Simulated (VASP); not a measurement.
# ZnSe: dielectric tensor with r2SCAN

The system is ZnSe.

```
Zn Se
1.0
     0.00000    2.77577    2.77577
     2.77577    0.00000    2.77577
     2.77577    2.77577    0.00000
Zn Se
1 1
Direct
  0.00000 0.00000 0.00000
  0.25000 0.25000 0.25000
```

This cell differs from its parent crystal: strain -2.0%.

```yaml
Program: VASP 6.6.1
Task: dielectric tensor
Functional: r2SCAN
Potentials_or_basis: VASP PAW PBE potentials, release 64 (Zn, Se)
Cutoff: 520 eV
k_mesh: 6 × 6 × 6
Occupations: gaussian, width 0.01 eV
Spin: no spin polarisation
Dipole_correction: no
Further_INCAR_settings: ALGO = Normal; EDIFF = 1e-08
```

* Band gap on the k mesh: 2.14 eV
* Electronic dielectric tensor (diagonal): 6.19
* Born charges (mean of the diagonal): Zn +1.96; Se -1.96 e

Levels at points of the mesh, in eV from the valence-band top:
| k point | band 6 | band 7 | band 8 | band 9 | band 10 | band 11 | band 12 | band 13 |
| --- | --- | --- | --- | --- | --- | --- | --- | --- |
| (0.00, 0.00, 0.00) | -6.47 | 0.00 | 0.00 | 0.00 | 2.14 | 6.28 | 6.28 | 6.28 |
| (0.50, 0.00, 0.00) | -6.29 | -5.73 | -0.98 | -0.98 | 3.17 | 6.84 | 6.84 | 9.24 |
| (0.50, 0.50, 0.00) | -6.27 | -5.08 | -2.47 | -2.47 | 3.19 | 3.85 | 12.02 | 12.52 |

Electronic dielectric tensor:
```
6.19 0.00 0.00
0.00 6.19 0.00
0.00 0.00 6.19
```

Born effective charge tensors (e):
atom 1, Zn
```
1.96 0.00 0.00
0.00 1.96 0.00
0.00 0.00 1.96
```
atom 2, Se
```
-1.96  0.00  0.00
 0.00 -1.96  0.00
 0.00  0.00 -1.96
```

Dipole moments of the cell (e·Å, modulo the quantum): ionic 8.327, 8.327, 8.327; electronic 0.009, 0.009, 0.021

Wall time 17 min on 1 thread of Intel(R) Xeon(R) 6975P-C (Granite Rapids), with other jobs on the host, peak memory 0.31 GiB.

Caveat: the cell differs from its parent crystal (strain -2.0%).
